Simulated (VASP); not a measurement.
# K (Im-3m) in VASP: a series of runs

Aim: see how the results for K move with the level of theory and the settings. Levels: PBEsol, PBE-based screened hybrid. Tasks: relaxation of cell and atoms, single point.

Program: VASP 6.6.1. These are calculated values, not measurements. Logs are shortened: lines on timing, memory, paths and dates and some standing lists are left out, and cuts for length are marked.

## 1. The cell of the first run

It takes space group Im-3m (No. 229, cubic). The conventional cell has a = 5.395 Å, b = 5.395 Å, c = 5.395 Å, α = 90.00°, β = 90.00°, γ = 90.00°.

## 2. Relaxation of cell and atoms, PBEsol, target pressure 10 GPa, at which the enthalpy is minimised

INCAR

```
ALGO     = Normal         # electronic algorithm
EDIFF    = 1E-6           # SCF threshold, eV
EDIFFG   = -0.01          # ionic threshold
ENCUT    = 600            # plane-wave cutoff, eV
GGA      = PS             # functional
IBRION   = 2              # ionic algorithm
ISIF     = 3              # what is computed and relaxed
ISMEAR   = -1             # smearing method
LASPH    = True           # aspherical terms in the spheres
LCHARG   = False          # write CHGCAR
LREAL    = False          # projectors in reciprocal space
LWAVE    = False          # write WAVECAR
NELM     = 100            # most SCF steps
NSW      = 60             # ionic steps
PREC     = Accurate       # precision mode
PSTRESS  = 100.0        
SIGMA    = 0.05           # smearing width, eV
```

KPOINTS

```
k-points
0
Gamma
  7 7 7
```

POSCAR

```
K
1.0
   -2.6975585167      2.6975585167      2.6975585167
    2.6975585167     -2.6975585167      2.6975585167
    2.6975585167      2.6975585167     -2.6975585167
K
1
Direct
    0.0000000000      0.0000000000      0.0000000000
```

Potentials or basis: VASP PAW PBE potentials, release 64 (K_sv).

Run with:

```bash
$ cat potpaw_PBE.64/K_sv/POTCAR > POTCAR
$ mpirun -np 1 vasp_std > vasp.out
```

OUTCAR:

```text
EDIFF = 1E-6
   EDIFFG = -0.01
   ENCUT = 600
   GGA = PS
   IBRION = 2
   ISIF = 3
   ISMEAR = -1
   LASPH = True
   LREAL = False
   NELM = 100
   NSW = 60
   PREC = Accurate
   PSTRESS = 100.0

 ion  position               nearest neighbor table
   1  0.000  0.000  0.000-

  LATTYP: Found a body centered cubic cell.
 ALAT       =     5.3951170334

  Lattice vectors:

 A1 = (  -2.6975585167,   2.6975585167,   2.6975585167)
 A2 = (   2.6975585167,  -2.6975585167,   2.6975585167)
 A3 = (   2.6975585167,   2.6975585167,  -2.6975585167)

Analysis of symmetry for initial positions (statically):
=====================================================================
 Subroutine PRICEL returns:
 Original cell was already a primitive cell.

 Routine SETGRP: Setting up the symmetry group for a
 body centered cubic supercell.

 Subroutine GETGRP returns: Found 48 space group operations
 (whereof 48 operations were pure point group operations)
 out of a pool of 48 trial point group operations.

The static configuration has the point symmetry O_h .

Analysis of symmetry for dynamics (positions and initial velocities):
=====================================================================
 Subroutine PRICEL returns:
 Original cell was already a primitive cell.

 Routine SETGRP: Setting up the symmetry group for a
 body centered cubic supercell.

 Subroutine GETGRP returns: Found 48 space group operations
 (whereof 48 operations were pure point group operations)
 out of a pool of 48 trial point group operations.

The dynamic configuration has the point symmetry O_h .

 Subroutine INISYM returns: Found 48 space group operations
 (whereof 48 operations are pure point group operations),
 and found     1 'primitive' translations

----------------------------------------------------------------------------------------

                                     Primitive cell

  volume of cell :      78.5186

  direct lattice vectors                    reciprocal lattice vectors
    -2.697558517  2.697558517  2.697558517     0.000000000  0.185352791  0.185352791
     2.697558517 -2.697558517  2.697558517     0.185352791  0.000000000  0.185352791
     2.697558517  2.697558517 -2.697558517     0.185352791  0.185352791  0.000000000

  length of vectors
     4.672308407  4.672308407  4.672308407     0.262128431  0.262128431  0.262128431

  position of ions in fractional coordinates (direct lattice)
     0.000000000  0.000000000  0.000000000

  ion indices of the primitive-cell ions
   primitive index   ion index
                 1           1

----------------------------------------------------------------------------------------

 KPOINTS: k-points

Automatic generation of k-mesh.
 Grid dimensions read from file:
 generate k-points for:    7    7    7

 Generating k-lattice:

  Cartesian coordinates                     Fractional coordinates (reciprocal lattice)
     0.000000000  0.026478970  0.026478970     0.142857143  0.000000000  0.000000000
     0.026478970  0.000000000  0.026478970     0.000000000  0.142857143  0.000000000
     0.026478970  0.026478970  0.000000000     0.000000000  0.000000000  0.142857143

  Length of vectors
     0.037446919  0.037446919  0.037446919

  Shift w.r.t. Gamma in fractional coordinates (k-lattice)
     0.000000000  0.000000000  0.000000000

 Subroutine IBZKPT returns following result:
 ===========================================

 Found     20 irreducible k-points:

 Following reciprocal coordinates:
            Coordinates               Weight
  0.000000  0.000000  0.000000      1.000000
  0.142857  0.000000  0.000000     12.000000
  0.285714  0.000000  0.000000     12.000000
  0.428571  0.000000  0.000000     12.000000
  0.142857  0.142857  0.000000     24.000000
  0.285714  0.142857 -0.000000     48.000000
[... 12 lines left out ...]
 -0.428571 -0.428571  0.285714      8.000000
 -0.428571  0.428571  0.428571      6.000000
   k-points           NKPTS =     20   k-points in BZ     NKDIM =     20   number of bands    NBANDS=      8
   number of dos      NEDOS =    301   number of ions     NIONS =      1
   total plane-waves  NPLWV =  64000
   dimension x,y,z NGX =    40 NGY =   40 NGZ =   40
   dimension x,y,z NGXF=    80 NGYF=   80 NGZF=   80
   ions per type =               1
   NGX,Y,Z   is equivalent  to a cutoff of  14.23, 14.23, 14.23 a.u.
   NGXF,Y,Z  is equivalent  to a cutoff of  28.46, 28.46, 28.46 a.u.
 SYSTEM =  unknown system
   PREC   = accura    normal or accurate (medium, high low for compatibility)
   ISTART =      0    job   : 0-new  1-cont  2-samecut
   ICHARG =      2    charge: 1-file 2-atom 10-const
   ISPIN  =      1    spin polarized calculation?
   LNONCOLLINEAR =      F non collinear calculations
   LSORBIT =      F    spin-orbit coupling
   LASPH  =      T    aspherical Exc in radial PAW
   ENCUT  =  600.0 eV  44.10 Ry    6.64 a.u.   9.33  9.33  9.33*2*pi/ulx,y,z
   NELM   =    100;   NELMIN=  2; NELMDL= -5     # of ELM steps
   EDIFF  = 0.1E-05   stopping-criterion for ELM
   LREAL  =      F    real-space projection
   EDIFFG = -.1E-01   stopping-criterion for IOM
   NSW    =     60    number of steps for IOM
   IBRION =      2    ionic relax: 0-MD 1-quasi-New 2-CG
   NFREE  =      1    steps in history (QN), initial steepest desc. (CG)
   ISIF   =      3    stress and relaxation
   ISYM   =      2    0-nonsym 1-usesym 2-fastsym
   POTIM  = 0.5000    time-step for ionic-motion
   TEBEG  =    0.0;   TEEND  =   0.0 temperature during run
   PSTRESS=  100.0 pullay stress
   NELECT =       9.0000    total number of electrons
   NUPDOWN=      -1.0000    fix difference up-down
   EMIN   =  10.00;   EMAX   =-10.00  energy-range for DOS
   EFERMI =   0.00;   METHOD = LEGACY
   ISMEAR =    -1;   SIGMA  =   0.05  broadening in eV -4-tet -1-fermi 0-gaus
   EFERMI_NEDOS =   21; number of points for ismear=-14 and -15
   IALGO  =     38    algorithm
   IMIX   =      4    mixing-type and parameters
     AMIX     =   0.40;   BMIX     =  1.00
     AMIX_MAG =   1.60;   BMIX_MAG =  1.00
  volume/ion in A,a.u.               =      78.52       529.87
  Fermi-wavevector in a.u.,A,eV,Ry     =   0.795240  1.502785  8.604411  0.632406
  Thomas-Fermi vector in A             =   1.901529
   LORBIT       =      0    0 simple, 1 ext, 2 COOP (PROOUT), +10 PAW based schemes
   GGA     = PS    functional components
   LHFCALC =     F    Hartree Fock is set to
   AEXX    =    0.0000 exact exchange contribution
   IVDW    =     0    specifies the selected vdW correction
   LEPSILON=     F    determine dielectric tensor
   LRPA    =     F    only Hartree local field effects (RPA)
 conjugate gradient relaxation of ions
 non-spin polarized calculation
  energy-cutoff  :      600.00
  volume of cell :       78.52
 maximum number of plane-waves:      2659
 NGX is ok and might be reduce to    40
   NGX = 19   NGY = 19   NGZ = 19

--------------------------------------- Ionic step        1  -------------------------------------------

 number of electron       9.0000001 magnetization

 Free energy of the ion-electron system (eV)
  ---------------------------------------------------
  ext. energy  EPLUGINS =         0.00000000
  ---------------------------------------------------
  free energy    TOTEN  =        -1.13035145 eV

  energy without entropy =       -1.12318362  energy(sigma->0) =       -1.12676753

 E-fermi :  -0.3085     XC(G=0):  -5.5367

 val. band max:       -0.3746162731   @ k =  -0.2857   0.4286   0.1429
 cond. band min:      -0.1797114676   @ k =  -0.4286   0.4286   0.1429
 fundamental gap:      0.1949048055
 Fermi energy:        -0.3084794165

 k-point     1 :       0.0000    0.0000    0.0000
  band No.  band energies     occupation
      1     -32.3395      2.00000
      2     -15.8534      2.00000
      3     -15.8534      2.00000
      4     -15.8534      2.00000
      5      -2.3668      2.00000
      6       3.9296      0.00000
      7       3.9296      0.00000
      8       3.9296      0.00000
[... 309 lines left out ...]
  FREE ENERGIE OF THE ION-ELECTRON SYSTEM (eV)
  ---------------------------------------------------
  free  energy   TOTEN  =        -0.4900245482 eV

  energy  without entropy=       -0.4815700109  energy(sigma->0) =       -0.48579728

  enthalpy is  TOTEN    =         1.6611875009 eV   P V=        2.1512120491

[... ionic steps 4 to 14 ...]

--------------------------------------- Ionic step       15  -------------------------------------------

 number of electron       9.0000000 magnetization

------------------------ aborting loop because EDIFF is reached ----------------------------------------

  FORCE on cell =-STRESS in cart. coord.  units (eV):
  Direction    XX          YY          ZZ          XY          YZ          ZX
  --------------------------------------------------------------------------------------
  -------------------------------------------------------------------------------------
  Total        2.1339092      2.1339092      2.1339092      0.0000000      0.0000000     -0.0000000
  in kB       98.4328338     98.4328338     98.4328338      0.0000000      0.0000000     -0.0000000
  external PRESSURE =      -1.5671662 kB  Pullay stress =     100.0000000 kB
[... 59 lines left out ...]
  enthalpy is  TOTEN    =         1.6612405914 eV   P V=        2.1465826412

--------------------------------------- Ionic step       17  -------------------------------------------

 number of electron       9.0000000 magnetization

 Free energy of the ion-electron system (eV)
  ---------------------------------------------------
  ext. energy  EPLUGINS =         0.00000000
  ---------------------------------------------------
  free energy    TOTEN  =        -0.49612275 eV

  energy without entropy =       -0.48772288  energy(sigma->0) =       -0.49192282

 E-fermi :   2.3586     XC(G=0):  -7.9974

 val. band max:        2.3428479457   @ k =  -0.2857   0.4286   0.1429
 cond. band min:       2.4303686662   @ k =  -0.4286   0.4286   0.1429
 fundamental gap:      0.0875207205
 Fermi energy:         2.3585681137

 k-point     1 :       0.0000    0.0000    0.0000
  band No.  band energies     occupation
      1     -29.7408      2.00000
      2     -12.9583      2.00000
      3     -12.9583      2.00000
      4     -12.9583      2.00000
      5      -1.0042      2.00000
      6       6.9828      0.00000
      7       6.9828      0.00000
      8       6.9828      0.00000
[... 235 lines left out ...]
  FREE ENERGIE OF THE ION-ELECTRON SYSTEM (eV)
  ---------------------------------------------------
  free  energy   TOTEN  =        -0.4961227508 eV

  energy  without entropy=       -0.4877228826  energy(sigma->0) =       -0.49192282

  enthalpy is  TOTEN    =         1.6611633263 eV   P V=        2.1572860770

 reached required accuracy - stopping structural energy minimisation
```

It used 270 s of CPU time on 1 thread of AMD EPYC 7R13 Processor (Zen 3), on a shared host.

What came out:

* Free energy: -0.4961 eV
* Relaxed volume: 34.56 Å³/atom
* Relaxed cell: a = 3.554 Å, b = 3.554 Å, c = 3.554 Å, α = 109.47°, β = 109.47°, γ = 109.47°
* Space group after relaxing (to 0.05 Å): Im-3m (No. 229)
* Energy change on relaxing (the enthalpy is what falls): +634.2 meV/atom
* Ionic steps: 17
* Pressure after relaxing: 10.0 GPa

The path:
| step | energy change (eV) | largest force (eV/Å) | pressure (GPa) | volume (Å³) |
| --- | --- | --- | --- | --- |
| 1 | 0.0000 | 0.0000 | -0.31 | 78.52 |
| 2 | 0.6738 | 0.0000 | 10.57 | 33.95 |
| 3 | 0.6403 | 0.0000 | 10.08 | 34.47 |
| 4 | 0.6002 | 0.0000 | 9.50 | 35.12 |
| 5 | 0.6009 | 0.0000 | 9.54 | 35.11 |
| 6 | 0.6030 | 0.0000 | 9.54 | 35.08 |
| 7 | 0.6030 | 0.0000 | 9.54 | 35.08 |
| 8 | 0.6031 | 0.0000 | 9.53 | 35.07 |
| 9 | 0.6033 | 0.0000 | 9.58 | 35.07 |
| 10 | 0.6036 | 0.0000 | 9.54 | 35.07 |
| 11 | 0.6042 | 0.0000 | 9.55 | 35.06 |
| 12 | 0.6055 | 0.0000 | 9.58 | 35.03 |
| 13 | 0.6081 | 0.0000 | 9.63 | 34.99 |
| 14 | 0.6133 | 0.0000 | 9.69 | 34.90 |
| 15 | 0.6237 | 0.0000 | 9.84 | 34.73 |
| 16 | 0.6450 | 0.0000 | 10.16 | 34.39 |
| 17 | 0.6342 | 0.0000 | 9.99 | 34.56 |

Final structure:
```cif
data_structure
_symmetry_space_group_name_H-M 'P 1'
_symmetry_Int_Tables_number 1
_cell_length_a 3.5542
_cell_length_b 3.5542
_cell_length_c 3.5542
_cell_angle_alpha 109.471
_cell_angle_beta 109.471
_cell_angle_gamma 109.471
_cell_volume 34.56
loop_
_atom_site_label
_atom_site_type_symbol
_atom_site_fract_x
_atom_site_fract_y
_atom_site_fract_z
_atom_site_occupancy
K1 K 0.00000 0.00000 0.00000 1
```

Levels at points of the mesh, in eV from the Fermi level:
```csv
k point,band 2,band 3,band 4,band 5,band 6,band 7,band 8
"(0.00, 0.00, 0.00)",-15.32,-15.32,-15.32,-3.36,4.62,4.62,4.62
```

Caveat: the cell is relaxed towards a set pressure, so the enthalpy falls and the energy may rise; the volume moved by over 15 % at a fixed basis, so the end points are rough; the PAW data sets were made with another functional, which shifts forces and pressure a little.

## 3. Relaxation of cell and atoms, PBEsol, target pressure 20 GPa, at which the enthalpy is minimised

INCAR

```
ALGO = Normal
EDIFF = 1E-7
EDIFFG = -0.01
ENCUT = 600
GGA = PS
IBRION = 2
ISIF = 3
ISMEAR = -1
LASPH = True
LCHARG = False
LREAL = False
LWAVE = False
NELM = 60
NSW = 60
PREC = Accurate
PSTRESS = 200.0
SIGMA = 0.05
```

KPOINTS is that of step 2.

POSCAR is that of step 2.

Potentials or basis: VASP PAW PBE potentials, release 64 (K_sv).

Run with:

```bash
$ cat potpaw_PBE.64/K_sv/POTCAR > POTCAR
$ mpirun -np 1 vasp_std > vasp.out
```

It used 87 s of CPU time on 1 thread of AMD EPYC 7R13 Processor (Zen 3), on a shared host.

It converged, with:

```
Free energy                                            : 0.2095 eV
Relaxed volume                                         : 26.76 Å³/atom
Relaxed cell                                           : a = 3.263 Å, b = 3.263 Å, c = 3.263 Å, α = 109.47°, β = 109.47°, γ = 109.47°
Space group after relaxing (to 0.05 Å)                 : Im-3m (No. 229)
Energy change on relaxing (the enthalpy is what falls) : +1339.9 meV/atom
Ionic steps                                            : 3
Pressure after relaxing                                : 20.0 GPa
```

Step by step:
```csv
step,energy change (eV),largest force (eV/Å),pressure (GPa),volume (Å³)
1,0.0000,0.0000,-0.32,78.52
2,5.5968,0.0000,123.34,11.02
3,1.3399,0.0000,20.03,26.76
```

Final structure:
```xyz
1
Lattice="-1.8842 1.8842 1.8842 1.8842 -1.8842 1.8842 1.8842 1.8842 -1.8842" Properties=species:S:1:pos:R:3 pbc="T T T"
K     0.0000    0.0000    0.0000
```

Levels at points of the mesh, in eV from the Fermi level:
| k point | band 2 | band 3 | band 4 | band 5 | band 6 | band 7 |
| --- | --- | --- | --- | --- | --- | --- |
| (0.00, 0.00, 0.00) | -15.30 | -15.30 | -15.30 | -3.53 | 4.59 | 4.59 |

Caveat: the cell is relaxed towards a set pressure, so the enthalpy falls and the energy may rise; the volume moved by over 15 % at a fixed basis, so the end points are rough; the PAW data sets were made with another functional, which shifts forces and pressure a little.

[end of part 1 of 2]
